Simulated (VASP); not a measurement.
Sn3Se:

```xyz
4
Lattice="0.0000 3.7331 3.7331 3.7331 0.0000 3.7331 3.7331 3.7331 0.0000" Properties=species:S:1:pos:R:3 pbc="T T T"
Sn    1.8666    1.8666    1.8666
Sn    5.5997    5.5997    5.5997
Sn    3.7331    3.7331    3.7331
Se    0.0000    0.0000    0.0000
```

```yaml
Program: VASP 6.6.1
Task: relaxation of cell and atoms
Functional: PBEsol
Potentials_or_basis: VASP PAW PBE potentials, release 64 (Sn_d, Se)
Cutoff: 600 eV
k_mesh: 10 × 10 × 10
Occupations: gaussian, width 0.1 eV
Spin: no spin polarisation
```

At the start: pressure -3.2 GPa; volume 26.01 Å³/atom.

**Question.** How do energy, volume and symmetry change on relaxing?

**Answer.** Over 3 steps the energy falls by 15.9 meV/atom and the volume is 24.49 Å³/atom (-5.9 %); space group Fm-3m (No. 225, to 0.1 Å) before and after.

Step by step:
| step | energy change (eV) | largest force (eV/Å) | pressure (GPa) | volume (Å³) |
| --- | --- | --- | --- | --- |
| 1 | 0.0000 | 0.0000 | -3.16 | 104.05 |
| 2 | -0.0596 | 0.0000 | 0.92 | 96.52 |
| 3 | -0.0637 | 0.0000 | 0.01 | 97.94 |

Final structure:
```
CELL_PARAMETERS angstrom
0.00000 3.65857 3.65857
3.65857 0.00000 3.65857
3.65857 3.65857 0.00000
ATOMIC_POSITIONS crystal
Sn 0.25000 0.25000 0.25000
Sn 0.75000 0.75000 0.75000
Sn 0.50000 0.50000 0.50000
Se 0.00000 0.00000 0.00000
```

Caveat: the highest band is partly filled, so the run has too few bands; the PAW data sets were made with another functional, which shifts forces and pressure a little.
